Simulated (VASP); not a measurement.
## SiTe3: relaxation of cell and atoms with PBE

The system is SiTe3.

```
Si Te
1.0
     6.62073    0.00000    0.00000
    -3.31036    5.73372    0.00000
     0.00000    0.00000    5.36874
Si Te
2 6
Direct
  0.66667 0.33333 0.25000
  0.33333 0.66667 0.75000
  0.33280 0.16640 0.75000
  0.83360 0.16640 0.75000
  0.83360 0.66720 0.75000
  0.66720 0.83360 0.25000
  0.16640 0.83360 0.25000
  0.16640 0.33280 0.25000
```

```
Program                : VASP 6.6.1
Task                   : relaxation of cell and atoms
Functional             : PBE
Potentials or basis    : VASP PAW PBE potentials, release 64 (Si, Te)
Cutoff                 : 600 eV
k mesh                 : 3 × 3 × 4
Occupations            : gaussian, width 0.1 eV
Spin                   : no spin polarisation
Dipole correction      : no
Further INCAR settings : ALGO = Normal; EDIFF = 1e-07; IBRION = 2; EDIFFG = -0.04; NSW = 90; ISIF = 3
```

```yaml
Relaxed_volume: 28.83 Å³/atom
Relaxed_cell: a = 8.357 Å, b = 8.357 Å, c = 3.813 Å, α = 90.00°, β = 90.00°, γ = 120.00°
Space_group_after_relaxing_to_0.05_Å: P6_3/mmc (No. 194)
Energy_gained_by_relaxing: 297.2 meV/atom
Ionic_steps: 30
Pressure_after_relaxing: 0.0 GPa
Largest_force_after_relaxing: 0.014 eV/Å
Band_gap_on_the_k_mesh: zero (band 22 reaches 7.00 eV, above the bottom of band 23 at 5.78 eV)
```

Forces on the atoms (eV/Å):
```
Si   0.000  0.000  0.000
Si   0.000  0.000  0.000
Te  -0.012 -0.007  0.000
Te   0.012 -0.007  0.000
Te   0.000  0.014  0.000
Te   0.012  0.007  0.000
Te  -0.012  0.007  0.000
Te   0.000 -0.014  0.000
```

Stress tensor (GPa, compression positive):
```
 0.03  0.00  0.00
 0.00  0.03  0.00
 0.00  0.00 -0.05
```

Step by step:
| step | energy change (eV) | largest force (eV/Å) | pressure (GPa) | volume (Å³) |
| --- | --- | --- | --- | --- |
| 1 | 0.0000 | 0.8437 | 0.73 | 203.80 |
| 2 | -0.2810 | 0.4603 | -0.44 | 207.17 |
| 3 | -0.4665 | 0.1415 | -1.22 | 211.14 |
| 4 | -0.4967 | 0.0246 | -1.44 | 213.08 |
| 5 | -0.5002 | 0.0124 | -1.50 | 213.82 |
| 6 | -0.5251 | 0.1235 | 1.28 | 204.38 |
| 7 | -0.5384 | 0.0749 | 0.18 | 208.01 |
| 8 | -0.5384 | 0.0736 | 0.14 | 208.13 |
| 9 | -0.5428 | 0.0162 | 0.01 | 208.58 |
| 10 | -0.5500 | 0.0619 | -0.28 | 209.29 |
| 11 | -0.5631 | 0.1814 | -0.64 | 210.65 |
| 12 | -0.5645 | 0.1879 | -0.62 | 210.62 |
| 13 | -0.5682 | 0.2112 | -0.56 | 210.52 |
| 14 | -0.5758 | 0.2662 | -0.41 | 210.31 |
| 15 | -0.6022 | 0.2389 | 0.06 | 209.82 |
| 16 | -0.7509 | 0.2364 | 1.16 | 208.55 |
| 17 | -1.1228 | 0.8355 | 4.06 | 204.87 |
| 18 | -1.0076 | 1.1949 | 5.92 | 202.52 |
| 19 | -1.1195 | 0.9258 | 4.47 | 204.32 |
| 20 | -1.1223 | 0.8942 | 4.32 | 204.52 |
| 21 | -1.3298 | 0.7631 | 2.25 | 210.85 |
| 22 | -1.5009 | 0.5031 | -2.34 | 230.62 |
| 23 | -1.5142 | 0.5415 | -1.59 | 226.56 |
| 24 | -1.6403 | 0.5299 | -1.43 | 226.30 |
| 25 | -2.0358 | 0.3680 | -0.75 | 225.20 |
| 26 | -2.3092 | 0.1913 | 2.34 | 221.58 |
| 27 | -2.3414 | 0.0300 | 1.30 | 222.62 |
| 28 | -2.3768 | 0.0191 | -0.09 | 230.76 |
| 29 | -2.3768 | 0.0190 | -0.09 | 230.77 |
| 30 | -2.3776 | 0.0140 | 0.00 | 230.65 |

Final structure:
```
Si Te
1.0
     8.35748    0.00000    0.00000
    -4.17874    7.23779    0.00000
     0.00000    0.00000    3.81296
Si Te
2 6
Direct
  0.66667 0.33333 0.25000
  0.33333 0.66667 0.75000
  0.37699 0.18849 0.75000
  0.81151 0.18849 0.75000
  0.81151 0.62301 0.75000
  0.62301 0.81151 0.25000
  0.18849 0.81151 0.25000
  0.18849 0.37699 0.25000
```

Levels at points of the mesh, in eV from the Fermi level:
| k point | band 20 | band 21 | band 22 | band 23 | band 24 | band 25 |
| --- | --- | --- | --- | --- | --- | --- |
| (0.00, 0.00, 0.00) | -0.99 | 0.07 | 0.07 | 0.36 | 0.36 | 0.71 |
| (0.00, 0.00, 0.50) | -1.12 | -0.51 | -0.51 | -0.51 | -0.51 | -0.01 |

Run time: 27 min on 1 thread of Intel(R) Xeon(R) Platinum 8259CL CPU @ 2.50GHz (Skylake/Cascade Lake), with other jobs on the host, peak memory 0.41 GiB.

Caveat: the k points lie up to 0.41 Å⁻¹ apart in the final cell; spin-orbit coupling is left out, which moves the levels of the heavy elements.
